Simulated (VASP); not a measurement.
A run of VASP 6.6.1 is set up as follows.

File INCAR:

```
SYSTEM = MgCd2S3
ALGO = Normal ; EDIFF = 1E-6
ENCUT = 520 ; GGA = PE
ISIF = 2 ; ISMEAR = 0
LASPH = .TRUE. ; LCHARG = .FALSE.
LREAL = .FALSE. ; LWAVE = .FALSE.
NBANDS = 31 ; NELM = 100
PREC = Accurate ; SIGMA = 0.1
```

Contents of KPOINTS:

```
k-points
0
G
  4 4 2
  0 0 0
```

The input POSCAR:

```
MgCd2S3
1.0
    3.6899120912      0.0000000000      0.0000000000
    0.0000000000      3.6899120912      0.0000000000
    0.0000000000      0.0000000000     11.0478583125
Mg Cd S
1 2 3
Direct
    0.0000000000      0.0000000000      0.0000000000
    0.0000000000      0.5000000000      0.6069666680
    0.5000000000      0.0000000000      0.3930333320
    0.0000000000      0.5000000000      0.3602990643
    0.5000000000      0.0000000000      0.6397009357
    0.5000000000      0.5000000000      0.0000000000
```

Potentials or basis: VASP PAW PBE potentials, release 64 (Mg, Cd, S).

Launch:

```console
$ cat potpaw_PBE.64/Mg/POTCAR potpaw_PBE.64/Cd/POTCAR potpaw_PBE.64/S/POTCAR > POTCAR
$ mpirun -np 1 vasp_std > vasp.out
```

**Question.** Estimate the largest force.

**Answer.** 0.049 eV/Å.

**Question.** Predict the band gap on the k mesh.

**Answer.** 0.63 eV (least direct gap 0.80 eV).

**Question.** Estimate the pressure.

**Answer.** 0.3 GPa.

Forces on the atoms (eV/Å):
```
Mg   0.000  0.000  0.000
Cd   0.000  0.000  0.004
Cd   0.000  0.000 -0.004
S    0.000  0.000 -0.049
S    0.000  0.000  0.049
S    0.000  0.000  0.000
```

Caveat: the k points lie up to 0.43 Å⁻¹ apart; semilocal functionals underestimate gaps, and a narrow one can read as zero. A k mesh can miss the band edges.
